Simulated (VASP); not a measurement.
## BeCd3S2: single point with PBE

The system is BeCd3S2.

```xyz
6
Lattice="-2.8641 2.8641 4.8301 2.8641 -2.8641 4.8301 2.8641 2.8641 -4.8301" Properties=species:S:1:pos:R:3 pbc="T T T"
Be    0.0000    0.0000    0.0000
Cd    0.0000    0.0000    4.8301
Cd    0.0000    2.8641    0.0000
Cd    2.8641    0.0000    0.0000
S     0.0000    2.8641    2.4150
S     2.8641    0.0000    2.4150
```

The cell was generated, and may not be a known phase.

- Program: VASP 6.6.1
- Task: single point
- Functional: PBE
- Potentials or basis: VASP PAW PBE potentials, release 64 (Be, Cd_sv_GW, S)
- Cutoff: 630 eV
- k mesh: 4 × 4 × 4
- Occupations: gaussian, width 0.1 eV
- Spin: no spin polarisation

```json
{"Pressure": "0.1 GPa", "Band gap on the k mesh": "zero (bands 37 and 38 overlap by 1.49 eV)"}
```

Stress tensor (GPa, compression positive):
```
 0.27  0.00  0.00
 0.00  0.27  0.00
 0.00  0.00 -0.16
```

Levels at points of the mesh, in eV from the Fermi level:
```
           k point  band 33  band 34  band 35  band 36  band 37  band 38  band 39  band 40  band 41  band 42
(0.00, 0.00, 0.00)    -1.29    -1.29    -0.98    -0.98    -0.68    -0.68    -0.10     2.54     3.56     3.56
(0.50, 0.00, 0.00)    -2.01    -1.46    -1.46    -0.30    -0.25     1.16     1.70     1.78     1.97     3.00
(0.50, 0.50, 0.00)    -2.82    -1.83    -1.78    -0.60    -0.12    -0.06     2.57     3.22     4.80     4.83
(0.50, 0.50, 0.50)    -2.62    -0.52    -0.26    -0.26     0.81     0.87     1.16     1.16     1.81     2.64
```

Run time: 120 s on 1 thread of Intel(R) Xeon(R) 6975P-C (Granite Rapids), with other jobs on the host, peak memory 0.44 GiB.
